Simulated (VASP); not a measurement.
# Al12Cl in VASP: single point with PBE+D3(BJ)

Aim: the single point of Al12Cl with PBE+D3(BJ).

Program: VASP 6.6.1. These are calculated values, not measurements. Logs are shortened: lines on timing, memory, paths and dates and some standing lists are left out, and cuts for length are marked.

**1. The cell of the first run**

The cell holds a slab with vacuum, 13 atoms: a = 5.631 Å, b = 5.631 Å, c = 21.250 Å, α = 90.00°, β = 90.00°, γ = 90.00°.

**2. Single point, PBE+D3(BJ)**

Contents of INCAR:

```
SYSTEM = Al12Cl
ALGO = Normal
DIPOL = 0.5 0.5 0.305
EDIFF = 1E-6
ENCUT = 520
GGA = PE
IDIPOL = 3
ISIF = 2
ISMEAR = 0
IVDW = 12
LASPH = .True.
LCHARG = .False.
LDIPOL = .True.
LREAL = .False.
LWAVE = .False.
NBANDS = 34
NELM = 80
PREC = Accurate
SIGMA = 0.1
```

Contents of KPOINTS:

```
k-points
0
Gamma
  5 5 1
  0 0 0
```

Contents of POSCAR:

```
Al12Cl
1.0
    5.6314608543      0.0000000000      0.0000000000
    0.0000000000      5.6314608543      0.0000000000
    0.0000000000      0.0000000000     21.2495691137
Al Cl
12 1
Direct
    0.2500000000      0.2500000000      0.1882391110
    0.2500000000      0.7500000000      0.1882391110
    0.7500000000      0.2500000000      0.1882391110
    0.7500000000      0.7500000000      0.1882391110
    0.0000000000      0.0000000000      0.2857534285
    0.0000000000      0.5000000000      0.2857534285
    0.5000000000      0.0000000000      0.2857534285
    0.5000000000      0.5000000000      0.2857534285
    0.2500000000      0.2500000000      0.3835169113
    0.2500000000      0.7500000000      0.3835169113
    0.7500000000      0.2500000000      0.3835169113
    0.7500000000      0.7500000000      0.3835169113
    0.3333333333      0.5000000000      0.5294022224
```

Potentials or basis: VASP PAW PBE potentials, release 64 (Al, Cl).

Started as:

```
$ cat potpaw_PBE.64/Al/POTCAR potpaw_PBE.64/Cl/POTCAR > POTCAR
$ mpirun -np 1 vasp_std > vasp.out
```

OUTCAR:

```text
SYSTEM = Al12Cl
   EDIFF = 1E-6
   ENCUT = 520
   GGA = PE
   ISIF = 2
   ISMEAR = 0
   IVDW = 12
   LASPH = .True.
   LREAL = .False.
   NELM = 80
   PREC = Accurate
 IVDW          = 12

 ion  position               nearest neighbor table
   1  0.250  0.250  0.188-   2 2.82   3 2.82   2 2.82   3 2.82   7 2.87   8 2.87   5 2.87   6 2.87

   2  0.250  0.750  0.188-   1 2.82   4 2.82   1 2.82   4 2.82   7 2.87   8 2.87   5 2.87   6 2.87

   3  0.750  0.250  0.188-   1 2.82   4 2.82   4 2.82   1 2.82   7 2.87   8 2.87   5 2.87   6 2.87

   4  0.750  0.750  0.188-   2 2.82   3 2.82   3 2.82   2 2.82   7 2.87   8 2.87   5 2.87   6 2.87

   5  0.000  0.000  0.286-   6 2.82   7 2.82   6 2.82   7 2.82   1 2.87   2 2.87   3 2.87   4 2.87
                            11 2.88  12 2.88   9 2.88  10 2.88
   6  0.000  0.500  0.286-   5 2.82   8 2.82   5 2.82   8 2.82   1 2.87   2 2.87   3 2.87   4 2.87
                            11 2.88  12 2.88   9 2.88  10 2.88
   7  0.500  0.000  0.286-   5 2.82   8 2.82   8 2.82   5 2.82   1 2.87   2 2.87   3 2.87   4 2.87
                            11 2.88  12 2.88   9 2.88  10 2.88
   8  0.500  0.500  0.286-   6 2.82   7 2.82   7 2.82   6 2.82   1 2.87   2 2.87   3 2.87   4 2.87
                            11 2.88  12 2.88   9 2.88  10 2.88
   9  0.250  0.250  0.384-  10 2.82  11 2.82  10 2.82  11 2.82   5 2.88   6 2.88   7 2.88   8 2.88

  10  0.250  0.750  0.384-   9 2.82  12 2.82   9 2.82  12 2.82   5 2.88   6 2.88   7 2.88   8 2.88

  11  0.750  0.250  0.384-   9 2.82  12 2.82  12 2.82   9 2.82   5 2.88   6 2.88   7 2.88   8 2.88

  12  0.750  0.750  0.384-  10 2.82  11 2.82  11 2.82  10 2.82   5 2.88   6 2.88   7 2.88   8 2.88

  13  0.333  0.500  0.529-

  LATTYP: Found a simple tetragonal cell.
 ALAT       =     5.6314608543
 C/A-ratio  =     3.7733671002

  Lattice vectors:

 A1 = (   5.6314608543,   0.0000000000,   0.0000000000)
 A2 = (   0.0000000000,   5.6314608543,   0.0000000000)
 A3 = (   0.0000000000,   0.0000000000,  21.2495691137)

Analysis of symmetry for initial positions (statically):
=====================================================================
 Subroutine PRICEL returns:
 Original cell was already a primitive cell.

 Routine SETGRP: Setting up the symmetry group for a
 simple tetragonal supercell.

 Subroutine GETGRP returns: Found  2 space group operations
 (whereof  2 operations were pure point group operations)
 out of a pool of 16 trial point group operations.

The static configuration has the point symmetry C_1h.

Analysis of symmetry for dynamics (positions and initial velocities):
=====================================================================
 Subroutine PRICEL returns:
 Original cell was already a primitive cell.

 Routine SETGRP: Setting up the symmetry group for a
 simple tetragonal supercell.

 Subroutine GETGRP returns: Found  2 space group operations
 (whereof  2 operations were pure point group operations)
 out of a pool of 16 trial point group operations.

The dynamic configuration has the point symmetry C_1h.

 Subroutine INISYM returns: Found  2 space group operations
 (whereof  2 operations are pure point group operations),
 and found     1 'primitive' translations

----------------------------------------------------------------------------------------

                                     Primitive cell

  volume of cell :     673.8951

  direct lattice vectors                    reciprocal lattice vectors
     5.631460854  0.000000000  0.000000000     0.177573817  0.000000000  0.000000000
     0.000000000  5.631460854  0.000000000     0.000000000  0.177573817  0.000000000
     0.000000000  0.000000000 21.249569114     0.000000000  0.000000000  0.047059778

  length of vectors
     5.631460854  5.631460854 21.249569114     0.177573817  0.177573817  0.047059778

  position of ions in fractional coordinates (direct lattice)
     0.250000000  0.250000000  0.188239111
     0.250000000  0.750000000  0.188239111
     0.750000000  0.250000000  0.188239111
     0.750000000  0.750000000  0.188239111
     0.000000000  0.000000000  0.285753429
     0.000000000  0.500000000  0.285753429
     0.500000000  0.000000000  0.285753429
     0.500000000  0.500000000  0.285753429
     0.250000000  0.250000000  0.383516911
     0.250000000  0.750000000  0.383516911
     0.750000000  0.250000000  0.383516911
     0.750000000  0.750000000  0.383516911
     0.333333333  0.500000000  0.529402222

  ion indices of the primitive-cell ions
   primitive index   ion index
                 1           1
                 2           2
                 3           3
                 4           4
                 5           5
                 6           6
                 7           7
                 8           8
                 9           9
                10          10
                11          11
                12          12
                13          13

----------------------------------------------------------------------------------------

 KPOINTS: k-points

Automatic generation of k-mesh.
 Grid dimensions read from file:
 generate k-points for:    5    5    1

 Generating k-lattice:

  Cartesian coordinates                     Fractional coordinates (reciprocal lattice)
     0.035514763  0.000000000  0.000000000     0.200000000  0.000000000  0.000000000
     0.000000000  0.035514763  0.000000000     0.000000000  0.200000000  0.000000000
     0.000000000  0.000000000  0.047059778     0.000000000  0.000000000  1.000000000

  Length of vectors
     0.035514763  0.035514763  0.047059778

  Shift w.r.t. Gamma in fractional coordinates (k-lattice)
     0.000000000  0.000000000  0.000000000

 Subroutine IBZKPT returns following result:
 ===========================================

 Found      9 irreducible k-points:

 Following reciprocal coordinates:
            Coordinates               Weight
  0.000000  0.000000  0.000000      1.000000
  0.200000  0.000000  0.000000      2.000000
  0.000000  0.200000  0.000000      2.000000
  0.400000  0.000000  0.000000      2.000000
  0.000000  0.400000  0.000000      2.000000
  0.200000  0.200000  0.000000      4.000000
  0.400000  0.200000  0.000000      4.000000
 -0.200000  0.400000  0.000000      4.000000
  0.400000  0.400000  0.000000      4.000000
   k-points           NKPTS =      9   k-points in BZ     NKDIM =      9   number of bands    NBANDS=     34
   number of dos      NEDOS =    301   number of ions     NIONS =     13
   total plane-waves  NPLWV = 282240
   dimension x,y,z NGX =    42 NGY =   42 NGZ =  160
   dimension x,y,z NGXF=    84 NGYF=   84 NGZF=  320
   ions per type =              12   1
   NGX,Y,Z   is equivalent  to a cutoff of  12.40, 12.40, 12.52 a.u.
   NGXF,Y,Z  is equivalent  to a cutoff of  24.80, 24.80, 25.04 a.u.
 SYSTEM =  Al12Cl
   PREC   = accura    normal or accurate (medium, high low for compatibility)
   ISTART =      0    job   : 0-new  1-cont  2-samecut
   ICHARG =      2    charge: 1-file 2-atom 10-const
   ISPIN  =      1    spin polarized calculation?
   LNONCOLLINEAR =      F non collinear calculations
   LSORBIT =      F    spin-orbit coupling
   LASPH  =      T    aspherical Exc in radial PAW
   ENCUT  =  520.0 eV  38.22 Ry    6.18 a.u.  10.47 10.47 39.51*2*pi/ulx,y,z
   NELM   =     80;   NELMIN=  2; NELMDL= -5     # of ELM steps
   EDIFF  = 0.1E-05   stopping-criterion for ELM
   LREAL  =      F    real-space projection
[... 7 lines left out ...]
   TEBEG  =    0.0;   TEEND  =   0.0 temperature during run
   PSTRESS=    0.0 pullay stress
   NELECT =      43.0000    total number of electrons
   NUPDOWN=      -1.0000    fix difference up-down
   EMIN   =  10.00;   EMAX   =-10.00  energy-range for DOS
   EFERMI =   0.00;   METHOD = LEGACY
   ISMEAR =     0;   SIGMA  =   0.10  broadening in eV -4-tet -1-fermi 0-gaus
   EFERMI_NEDOS =   21; number of points for ismear=-14 and -15
   IALGO  =     38    algorithm
   IMIX   =      4    mixing-type and parameters
     AMIX     =   0.40;   BMIX     =  1.00
     AMIX_MAG =   1.60;   BMIX_MAG =  1.00
  volume/ion in A,a.u.               =      51.84       349.82
  Fermi-wavevector in a.u.,A,eV,Ry     =   0.654184  1.236229  5.822713  0.427957
  Thomas-Fermi vector in A             =   1.724662
   LORBIT       =      0    0 simple, 1 ext, 2 COOP (PROOUT), +10 PAW based schemes
   GGA     = PE    functional components
   LHFCALC =     F    Hartree Fock is set to
   AEXX    =    0.0000 exact exchange contribution
   IVDW    =    12    specifies the selected vdW correction
   LEPSILON=     F    determine dielectric tensor
   LRPA    =     F    only Hartree local field effects (RPA)
 non-spin polarized calculation
 Gauss-broadening in eV      SIGMA  =   0.10
  energy-cutoff  :      520.00
  volume of cell :      673.90
 maximum number of plane-waves:     18227
 NGX is ok and might be reduce to    42
   NGX = 21   NGY = 21   NGZ = 79

 dipolmoment           0.000000      0.000000     -0.010133 electrons x Angstroem

 number of electron      43.0000001 magnetization

 dipolmoment           0.000000      0.000000      0.551323 electrons x Angstroem

 Free energy of the ion-electron system (eV)
  ---------------------------------------------------
  ext. energy  EPLUGINS =         0.00000000
  ---------------------------------------------------
  free energy    TOTEN  =       -43.39693699 eV

  energy without entropy =      -43.37268841  energy(sigma->0) =      -43.38481270

 E-fermi :  -1.4388     XC(G=0):  -4.3380

 val. band max:       -1.4814047618   @ k =   0.0000   0.4000   0.0000
 cond. band min:      -1.4355941957   @ k =   0.0000   0.0000   0.0000
 fundamental gap:      0.0458105661
 Fermi energy:        -1.4387960282

 k-point     1 :       0.0000    0.0000    0.0000
  band No.  band energies     occupation
      1     -13.9626      2.00000
      2     -11.7668      2.00000
      3      -9.6175      2.00000
      4      -7.2554      2.00000
      5      -7.2553      2.00000
      6      -7.1339      2.00000
[... 25 lines left out ...]
     32       1.6307      0.00000
     33       1.6387      0.00000

 k-point     2 :       0.2000    0.0000    0.0000
  band No.  band energies     occupation
      1     -13.9617      2.00000
      2     -11.5811      2.00000
      3      -9.4341      2.00000
      4      -8.8244      2.00000
      5      -7.0768      2.00000
      6      -6.9530      2.00000
[... 25 lines left out ...]
     32       1.4005      0.00000
     33       1.5626      0.00000
[... 214 lines left out ...]
     32       1.7762      0.00000
     33       2.2313      0.00000

 k-point     9 :       0.4000    0.4000    0.0000
  band No.  band energies     occupation
      1     -13.9581      2.00000
      2     -10.2879      2.00000
      3      -9.3726      2.00000
      4      -9.3702      2.00000
      5      -8.4613      2.00000
      6      -8.1561      2.00000
[... 25 lines left out ...]
     32       1.6412      0.00000
     33       1.7267      0.00000
 [bands above 33 left out]

------------------------ aborting loop because EDIFF is reached ----------------------------------------

 vacuum level on the upper side and lower side of the slab       (xc-potential included)         1.349        -1.687

 Edisp (eV)   -2.72593

 E8    (eV) :    -1.2659

  FORCE on cell =-STRESS in cart. coord.  units (eV):
  Direction    XX          YY          ZZ          XY          YZ          ZX
  --------------------------------------------------------------------------------------
  -------------------------------------------------------------------------------------
  Total      -6.48074    -6.74660    -6.21649     0.00000     0.00000    -0.27846
  in kB     -15.40788   -16.03997   -14.77964     0.00000     0.00000    -0.66204
  external pressure =      -15.41 kB  Pullay stress =        0.00 kB

 VOLUME and BASIS-vectors are now :
 -----------------------------------------------------------------------------
  energy-cutoff  :      520.00
  volume of cell :      673.90
      direct lattice vectors                 reciprocal lattice vectors
     5.631460854  0.000000000  0.000000000     0.177573817  0.000000000  0.000000000
     0.000000000  5.631460854  0.000000000     0.000000000  0.177573817  0.000000000
     0.000000000  0.000000000 21.249569114     0.000000000  0.000000000  0.047059778

 POSITION                                       TOTAL-FORCE (eV/Angst)
 -----------------------------------------------------------------------------------
      1.40787      1.40787      4.00000        -0.007067      0.025608      0.091838
      1.40787      4.22360      4.00000        -0.007067     -0.025608      0.091838
      4.22360      1.40787      4.00000         0.004173     -0.042788      0.005848
      4.22360      4.22360      4.00000         0.004173      0.042788      0.005848
      0.00000      0.00000      6.07214        -0.046370      0.000000     -0.034476
      0.00000      2.81573      6.07214         0.013712      0.000000      0.036759
      2.81573      0.00000      6.07214         0.045540      0.000000     -0.007203
      2.81573      2.81573      6.07214        -0.003518      0.000000      0.081493
      1.40787      1.40787      8.14957         0.014094      0.049828      0.576447
      1.40787      4.22360      8.14957         0.014094     -0.049828      0.576447
      4.22360      1.40787      8.14957         0.029733     -0.058559      0.134111
      4.22360      4.22360      8.14957         0.029733      0.058559      0.134111
      1.87715      2.81573     11.24957        -0.091229      0.000000     -1.693058
 -----------------------------------------------------------------------------------
    total drift:                                0.000023     -0.000000     -0.000011

  FREE ENERGIE OF THE ION-ELECTRON SYSTEM (eV)
  ---------------------------------------------------
  free  energy   TOTEN  =       -46.1228703681 eV

  energy  without entropy=      -46.0986217819  energy(sigma->0) =      -46.11074607

 vacuum level on the upper side and lower side of the slab         5.926         2.778
```

Wall time 4.2 min (1 thread of Intel Xeon 6975P-C (Granite Rapids), shared host); peak memory 0.65 GiB.

Results:

```
Free energy                : -46.1229 eV
Largest force              : 1.696 eV/Å
Band gap on the k mesh     : zero (an odd number of electrons rules out a gap without spin polarisation)
Dispersion energy per atom : -0.210 eV
```

Forces in eV/Å, atoms in the order of the input:
```
Al  -0.007  0.026  0.092
Al  -0.007 -0.026  0.092
Al   0.004 -0.043  0.006
Al   0.004  0.043  0.006
Al  -0.046  0.000 -0.034
Al   0.014  0.000  0.037
Al   0.046  0.000 -0.007
Al  -0.004  0.000  0.081
Al   0.014  0.050  0.576
Al   0.014 -0.050  0.576
Al   0.030 -0.059  0.134
Al   0.030  0.059  0.134
Cl  -0.091  0.000 -1.693
```

Caveat: an odd number of electrons without spin polarisation forces a metal; a magnetic or distorted state may lie lower.

The gap in the log of VASP goes by the Fermi energy; the results here count the filled bands.